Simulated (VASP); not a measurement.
**SiNi2: single point with PBEsol**

SiNi2:

```
Si Ni
1.0
     3.79109    0.00000    0.00000
    -1.89555    3.28318    0.00000
     0.00000    0.00000    4.97599
Si Ni
2 4
Direct
  0.33333 0.66667 0.75000
  0.66667 0.33333 0.25000
  0.00000 0.00000 0.00000
  0.00000 0.00000 0.50000
  0.33333 0.66667 0.25000
  0.66667 0.33333 0.75000
```

This cell differs from its parent crystal: biaxial strain in the a-b plane: -2.0 %.

```
Program             : VASP 6.6.1
Task                : single point
Functional          : PBEsol
Potentials or basis : VASP PAW PBE potentials, release 64 (Si, Ni)
Cutoff              : 520 eV
k mesh              : 12 × 12 × 8
Occupations         : gaussian, width 0.1 eV
Spin                : no spin polarisation
```

The pressure is 8.5 GPa. The band gap on the k mesh is zero (bands 24 and 25 overlap by 3.74 eV).

Stress tensor (GPa, compression positive):
```
12.09  0.00  0.00
 0.00 12.09  0.00
 0.00  0.00  1.35
```

Levels at points of the mesh, in eV from the Fermi level:
```tsv
k point	band 22	band 23	band 24	band 25	band 26	band 27
(0.00, 0.00, 0.00)	-0.65	0.04	3.00	3.00	3.15	3.16
(0.50, 0.00, 0.00)	-1.27	-1.08	-0.73	-0.64	1.26	1.96
(0.00, 0.00, 0.50)	-1.32	2.30	2.30	3.55	3.55	3.55
(0.50, 0.00, 0.50)	-1.34	-0.99	-0.99	1.02	1.02	3.25
```

Wall time 2.4 min on 1 thread of Intel(R) Xeon(R) Platinum 8488C (Sapphire Rapids), on a shared host, peak memory 0.28 GiB.

Caveat: the cell differs from its parent crystal (biaxial strain in the a-b plane: -2.0 %); the cell stands under pressure; the PAW data sets were made with another functional, which shifts forces and pressure a little. Spin polarisation is off, so any magnetic state and its effect on volume and gap are missing.
